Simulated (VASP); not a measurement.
# SiC (Fm-3m) in VASP: a series of runs, part 2 of 2

VASP 6.6.1. Earlier steps stand in the parts before.

## 4. Relaxation of cell and atoms, PBEsol

File INCAR:

```
SYSTEM = SiC
ALGO = Normal
EDIFF = 1E-7
EDIFFG = -0.001
ENCUT = 600
GGA = PS
IBRION = 2
ISIF = 3
ISMEAR = -1
LASPH = .TRUE.
LCHARG = .FALSE.
LREAL = .FALSE.
LWAVE = .FALSE.
NELM = 60
NSW = 80
PREC = Accurate
SIGMA = 0.15
```

File KPOINTS:

```
k-points
0
G
  20 20 20
  0 0 0
```

File POSCAR:

```
SiC
1.0
    0.0000000000      2.0171625861      2.0171625861
    2.0171625861      0.0000000000      2.0171625861
    2.0171625861      2.0171625861      0.0000000000
Si C
1 1
Direct
    0.0000000000      0.0000000000      0.0000000000
    0.5000000000      0.5000000000      0.5000000000
```

Potentials or basis: VASP PAW PBE potentials, release 64 (Si, C).

On the command line:

```sh
$ cat potpaw_PBE.64/Si/POTCAR potpaw_PBE.64/C/POTCAR > POTCAR
$ mpirun -np 1 vasp_std > vasp.out
```

OUTCAR:

```text
SYSTEM = SiC
   EDIFF = 1E-7
   EDIFFG = -0.001
   ENCUT = 600
   GGA = PS
   IBRION = 2
   ISIF = 3
   ISMEAR = -1
   LASPH = .TRUE.
   LREAL = .FALSE.
   NELM = 60
   NSW = 80
   PREC = Accurate

 ion  position               nearest neighbor table
   1  0.000  0.000  0.000-   2 2.02   2 2.02   2 2.02   2 2.02   2 2.02   2 2.02
   2  0.500  0.500  0.500-   1 2.02   1 2.02   1 2.02   1 2.02   1 2.02   1 2.02

  LATTYP: Found a face centered cubic cell.
 ALAT       =     4.0343251722

  Lattice vectors:

 A1 = (   0.0000000000,   2.0171625861,   2.0171625861)
 A2 = (   2.0171625861,   0.0000000000,   2.0171625861)
 A3 = (   2.0171625861,   2.0171625861,   0.0000000000)

Analysis of symmetry for initial positions (statically):
=====================================================================
 Subroutine PRICEL returns:
 Original cell was already a primitive cell.

 Routine SETGRP: Setting up the symmetry group for a
 face centered cubic supercell.

 Subroutine GETGRP returns: Found 48 space group operations
 (whereof 48 operations were pure point group operations)
 out of a pool of 48 trial point group operations.

The static configuration has the point symmetry O_h .

Analysis of symmetry for dynamics (positions and initial velocities):
[... 169 lines left out ...]
  external PRESSURE =       8.2242513 kB  Pullay stress =       0.0000000 kB
[... 59 lines left out ...]
--------------------------------------- Ionic step        3  -------------------------------------------

 number of electron       8.0000000 magnetization

 Free energy of the ion-electron system (eV)
  ---------------------------------------------------
  ext. energy  EPLUGINS =         0.00000000
  ---------------------------------------------------
  free energy    TOTEN  =       -14.61343245 eV

  energy without entropy =      -14.59480395  energy(sigma->0) =      -14.60411820

 E-fermi :  12.4967     XC(G=0): -12.8224

 val. band max:       12.4966358050   @ k =  -0.1000   0.0500   0.0000
 cond. band min:      12.5039651785   @ k =  -0.1500   0.1000   0.0000
 fundamental gap:      0.0073293735
 Fermi energy:        12.4966931825

 k-point     1 :       0.0000    0.0000    0.0000
  band No.  band energies     occupation
      1      -6.0984      2.00000
      2      12.4767      1.06662
      3      12.4767      1.06662
      4      12.4767      1.06662
      5      20.1179      0.00000
      6      21.3403      0.00000
      7      21.3403      0.00000
      8      21.3403      0.00000
[... 243 lines left out ...]
 k-point    24 :      -0.3500    0.0500    0.0000
  band No.  band energies     occupation
      1      -2.8316      2.00000
      2       3.6067      2.00000
      3      10.9298      1.99994
      4      11.6950      1.99050
      5      18.1521      0.00000
      6      18.3428      0.00000
      7      18.8010      0.00000
      8      22.9762      0.00000

 [... further k-points ...]

------------------------ aborting loop because EDIFF is reached ----------------------------------------

  FORCE on cell =-STRESS in cart. coord.  units (eV):
  Direction    XX          YY          ZZ          XY          YZ          ZX
  --------------------------------------------------------------------------------------
  -------------------------------------------------------------------------------------
  Total        0.0005220      0.0005220      0.0005220      0.0000000      0.0000000      0.0000000
  in kB        0.0507828      0.0507828      0.0507828      0.0000000      0.0000000      0.0000000
  external PRESSURE =       0.0507828 kB  Pullay stress =       0.0000000 kB
[... 17 lines left out ...]
  FREE ENERGIE OF THE ION-ELECTRON SYSTEM (eV)
  ---------------------------------------------------
  free  energy   TOTEN  =       -14.6134324542 eV

  energy  without entropy=      -14.5948039515  energy(sigma->0) =      -14.60411820

 reached required accuracy - stopping structural energy minimisation
```

OSZICAR:

```text
N       E                     dE             d eps       ncg     rms          rms(c)
DAV:   1     0.334650576483E+01    0.33465E+01   -0.47372E+03  4432   0.979E+02
DAV:   2    -0.156959634488E+02   -0.19042E+02   -0.17829E+02  5872   0.107E+02
[... 20 lines left out ...]
   2 F= -.14613323E+02 E0= -.14603852E+02  d E =-.239637E-04
       N       E                     dE             d eps       ncg     rms          rms(c)
DAV:   1    -0.146134654992E+02   -0.14272E-03   -0.21350E-03  6000   0.417E-01    0.527E-02
DAV:   2    -0.146134398431E+02    0.25656E-04   -0.56181E-05  5256   0.515E-02    0.255E-02
DAV:   3    -0.146134334063E+02    0.64368E-05   -0.63991E-06  6784   0.201E-02    0.693E-03
DAV:   4    -0.146134323925E+02    0.10138E-05   -0.11237E-06  4520   0.694E-03    0.286E-03
DAV:   5    -0.146134324542E+02   -0.61661E-07   -0.12909E-08  3056   0.109E-03
   3 F= -.14613432E+02 E0= -.14604118E+02  d E =-.133624E-03
```

CONTCAR:

```text
SiC
   1.00000000000000
    -0.0000000000000000    2.0193057842960598    2.0193057842960598
     2.0193057842960598   -0.0000000000000000    2.0193057842960598
     2.0193057842960598    2.0193057842960598   -0.0000000000000000
  Si              C
     1     1
Direct
     0.0000000000000000    0.0000000000000000    0.0000000000000000
     0.5000000000000000    0.5000000000000000    0.5000000000000000

  0.00000000E+00  0.00000000E+00  0.00000000E+00
  0.00000000E+00  0.00000000E+00  0.00000000E+00
```

Wall time 50 s (1 thread of Intel Xeon 6975P-C (Granite Rapids), shared host); peak memory 0.16 GiB.

What came out:

| Property | Result |
| --- | --- |
| Free energy | -14.6134 eV |
| Relaxed volume | 8.23 Å³/atom |
| Relaxed cell | a = 2.856 Å, b = 2.856 Å, c = 2.856 Å, α = 60.00°, β = 60.00°, γ = 60.00° |
| Space group after relaxing (to 0.05 Å) | Fm-3m (No. 225) |
| Energy gained by relaxing | 0.1 meV/atom |
| Ionic steps | 3 |
| Pressure after relaxing | 0.0 GPa |
| Band gap on the k mesh | zero (band 4 reaches 12.56 eV, above the bottom of band 5 at 11.59 eV) |

The path:
```csv
step,energy change (eV),largest force (eV/Å),pressure (GPa),volume (Å³)
1,0.0000,0.0000,0.82,16.42
2,0.0000,0.0000,-0.73,16.52
3,-0.0001,0.0000,0.01,16.47
```

Final structure:
```
Si C
1.0
     0.00000    2.01931    2.01931
     2.01931    0.00000    2.01931
     2.01931    2.01931    0.00000
Si C
1 1
Direct
  0.00000 0.00000 0.00000
  0.50000 0.50000 0.50000
```

Levels at points of the mesh, in eV from the Fermi level:
```
           k point  band 1  band 2  band 3  band 4  band 5  band 6  band 7  band 8
(0.00, 0.00, 0.00)  -18.60   -0.02   -0.02   -0.02    7.62    8.84    8.84    8.84
(0.50, 0.00, 0.00)  -13.36  -11.67   -1.10   -1.10    5.23    5.23    5.89    9.61
(0.50, 0.50, 0.00)  -11.56   -9.95   -4.38   -4.38   -0.90    2.35   14.88   14.88
```

Caveat: the PAW data sets were made with another functional, which shifts forces and pressure a little.

## 5. Overview

```tsv
task	cell	k mesh	cutoff (eV)	smearing	gap on the mesh (eV)	pressure (GPa)	relaxed volume (Å³/atom)
single point	a = 2.854 Å, angles 60.0°, 2 atoms	20 × 20 × 20	520	fermi-dirac 0.15 eV	none	0.6	-
relaxation of cell and atoms	relaxed from a = 2.855 Å, angles 60.0°, 2 atoms	18 × 18 × 18	600	gaussian 0.1 eV	none	0.1	8.22
relaxation of cell and atoms	relaxed from a = 2.853 Å, angles 60.0°, 2 atoms	20 × 20 × 20	600	fermi-dirac 0.15 eV	none	0.0	8.23
```

Alike in all rows: level PBEsol; potentials or basis VASP PAW PBE potentials, release 64 (Si, C); no spin polarisation.

Caveats: the PAW data sets were made with another functional, which shifts forces and pressure a little.

Absolute energies hang on the potentials; compare differences alone.
